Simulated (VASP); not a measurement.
# RbBr (P4/mmm) in VASP: a series of runs, part 2 of 2

VASP 6.6.1. The steps go on from the part before.

## Step 5: Single point, PBE

This run uses another cell than the first one, of the same volume but with other edges.

Input file INCAR:

```
ALGO = Normal
EDIFF = 1E-6
ENCUT = 520
GGA = PE
ISIF = 2
ISMEAR = 0
LASPH = T
LCHARG = F
LREAL = F
LWAVE = F
NBANDS = 15
NELM = 80
PREC = Accurate
SIGMA = 0.05
```

Input file KPOINTS:

```
k-points
0
Gamma
  6 6 6
```

Input file POSCAR:

```
RbBr
1.0
    3.8827873972      0.0000000000      0.0000000000
    0.0000000000      3.8827873972      0.0000000000
    0.0000000000      0.0000000000      4.6593448767
Rb Br
1 1
Direct
    0.0000000000      0.0000000000      0.0000000000
    0.5000000000      0.5000000000      0.5000000000
```

Potentials or basis: VASP PAW PBE potentials, release 64 (Rb_sv, Br).

Launch:

```
$ cat potpaw_PBE.64/Rb_sv/POTCAR potpaw_PBE.64/Br/POTCAR > POTCAR
$ mpirun -np 1 vasp_std > vasp.out
```

OUTCAR:

```text
EDIFF = 1E-6
   ENCUT = 520
   GGA = PE
   ISIF = 2
   ISMEAR = 0
   LASPH = T
   LREAL = F
   NELM = 80
   PREC = Accurate

 ion  position               nearest neighbor table
   1  0.000  0.000  0.000-   2 3.60   2 3.60   2 3.60   2 3.60   2 3.60   2 3.60   2 3.60   2 3.60

   2  0.500  0.500  0.500-   1 3.60   1 3.60   1 3.60   1 3.60   1 3.60   1 3.60   1 3.60   1 3.60

  LATTYP: Found a simple tetragonal cell.
 ALAT       =     3.8827873972
 C/A-ratio  =     1.2000000000

  Lattice vectors:

 A1 = (   3.8827873972,   0.0000000000,   0.0000000000)
 A2 = (   0.0000000000,   3.8827873972,   0.0000000000)
 A3 = (   0.0000000000,   0.0000000000,   4.6593448767)

Analysis of symmetry for initial positions (statically):
=====================================================================
 Subroutine PRICEL returns:
 Original cell was already a primitive cell.

 Routine SETGRP: Setting up the symmetry group for a
 simple tetragonal supercell.

 Subroutine GETGRP returns: Found 16 space group operations
 (whereof 16 operations were pure point group operations)
 out of a pool of 16 trial point group operations.

The static configuration has the point symmetry D_4h.

Analysis of symmetry for dynamics (positions and initial velocities):
=====================================================================
 Subroutine PRICEL returns:
 Original cell was already a primitive cell.

 Routine SETGRP: Setting up the symmetry group for a
 simple tetragonal supercell.

 Subroutine GETGRP returns: Found 16 space group operations
 (whereof 16 operations were pure point group operations)
 out of a pool of 16 trial point group operations.

The dynamic configuration has the point symmetry D_4h.

 Subroutine INISYM returns: Found 16 space group operations
 (whereof 16 operations are pure point group operations),
 and found     1 'primitive' translations

----------------------------------------------------------------------------------------

                                     Primitive cell

  volume of cell :      70.2445
[... 114 lines left out ...]
   GGA     = PE    functional components
   LHFCALC =     F    Hartree Fock is set to
   AEXX    =    0.0000 exact exchange contribution
   IVDW    =     0    specifies the selected vdW correction
   LEPSILON=     F    determine dielectric tensor
   LRPA    =     F    only Hartree local field effects (RPA)
 non-spin polarized calculation
 Gauss-broadening in eV      SIGMA  =   0.05
  energy-cutoff  :      520.00
  volume of cell :       70.24
 maximum number of plane-waves:      1913
 NGX is ok and might be reduce to    30

 number of electron      16.0000001 magnetization

 Free energy of the ion-electron system (eV)
  ---------------------------------------------------
  ext. energy  EPLUGINS =         0.00000000
  ---------------------------------------------------
  free energy    TOTEN  =        -5.84901204 eV

  energy without entropy =       -5.84901204  energy(sigma->0) =       -5.84901204

 E-fermi :   0.0806     XC(G=0):  -7.9334

 val. band max:       -0.2061552709   @ k =   0.5000   0.0000   0.5000
 cond. band min:       3.1119327184   @ k =   0.0000   0.0000   0.0000
 fundamental gap:      3.3180879893
 Fermi energy:         0.0805664494

 k-point     1 :       0.0000    0.0000    0.0000
  band No.  band energies     occupation
      1     -25.9311      2.00000
      2     -13.1890      2.00000
      3      -9.9469      2.00000
      4      -9.8387      2.00000
      5      -9.8387      2.00000
      6      -1.2211      2.00000
      7      -0.3772      2.00000
      8      -0.3772      2.00000
      9       3.1119      0.00000
     10       4.9539      0.00000
     11       5.1811      0.00000
     12       8.9472      0.00000
     13       8.9472      0.00000
     14      10.1921      0.00000
[... 401 lines left out ...]
      2     -13.0254      2.00000
      3     -10.3375      2.00000
      4      -9.9630      2.00000
      5      -9.7726      2.00000
      6      -1.9669      2.00000
      7      -1.4457      2.00000
      8      -0.2332      2.00000
      9       4.8033      0.00000
     10       6.0694      0.00000
     11       7.8517      0.00000
     12       8.4937      0.00000
     13       8.4943      0.00000
     14       8.7089      0.00000
     15      10.6975      0.00000

 [... further k-points ...]
[... 5 lines left out ...]
  --------------------------------------------------------------------------------------
  -------------------------------------------------------------------------------------
  Total        1.1842750      1.1842750     -1.2901972      0.0000000      0.0000000     -0.0000000
  in kB       27.0116460     27.0116460    -29.4275830      0.0000000      0.0000000     -0.0000000
  external PRESSURE =       8.1985696 kB  Pullay stress =       0.0000000 kB

 VOLUME and BASIS-vectors are now :
 -----------------------------------------------------------------------------
  energy-cutoff  :      520.00
  volume of cell :       70.24
      direct lattice vectors                 reciprocal lattice vectors
     3.882787397  0.000000000  0.000000000     0.257546937  0.000000000  0.000000000
     0.000000000  3.882787397  0.000000000     0.000000000  0.257546937  0.000000000
     0.000000000  0.000000000  4.659344877     0.000000000  0.000000000  0.214622447

 POSITION                                       TOTAL-FORCE (eV/Angst)
 -----------------------------------------------------------------------------------
      0.00000      0.00000      0.00000         0.000000      0.000000      0.000000
      1.94139      1.94139      2.32967         0.000000      0.000000      0.000000
 -----------------------------------------------------------------------------------
    total drift:                                0.000000     -0.000000     -0.000000

  FREE ENERGIE OF THE ION-ELECTRON SYSTEM (eV)
  ---------------------------------------------------
  free  energy   TOTEN  =        -5.8490120398 eV

  energy  without entropy=       -5.8490120398  energy(sigma->0) =       -5.84901204
```

stdout:

```text
POSCAR found type information on POSCAR RbBr
 POSCAR found :  2 types and       2 ions
 scaLAPACK will be used
 LDA part: xc-table for (Slater+PW92), standard interpolation
 POSCAR, INCAR and KPOINTS ok, starting setup
 FFT: planning ... GRIDC
 FFT: planning ... GRID_SOFT
 FFT: planning ... GRID
 WAVECAR not read
 entering main loop
```

Wall time 23 s (1 thread of Intel Xeon Platinum 8488C (Sapphire Rapids), shared host); peak memory 0.19 GiB.

What came out:

```yaml
Free_energy: -5.8490 eV
Pressure: 0.8 GPa
Band_gap_on_the_k_mesh: 3.32 eV, indirect (least direct gap 3.49 eV)
```

## Step 6: The runs side by side

| cell | gap on the mesh (eV) | pressure (GPa) |
| --- | --- | --- |
| a = 4.632, b = 4.632, c = 3.275 Å, 2 atoms | 1.65 | 2.0 |
| a = 3.676, b = 3.676, c = 5.198 Å, 2 atoms | 1.94 | 0.9 |
| a = 4.356, b = 4.356, c = 3.702 Å, 2 atoms | 3.26 | 0.9 |
| a = 3.883, b = 3.883, c = 4.659 Å, 2 atoms | 3.32 | 0.8 |

Alike in all rows: task single point; level PBE; potentials or basis VASP PAW PBE potentials, release 64 (Rb_sv, Br); no spin polarisation; k mesh 6 × 6 × 6; cutoff (eV) 520; smearing gaussian 0.05 eV.

Total energies depend on the potentials used, so only differences within one code and one set of settings carry meaning.
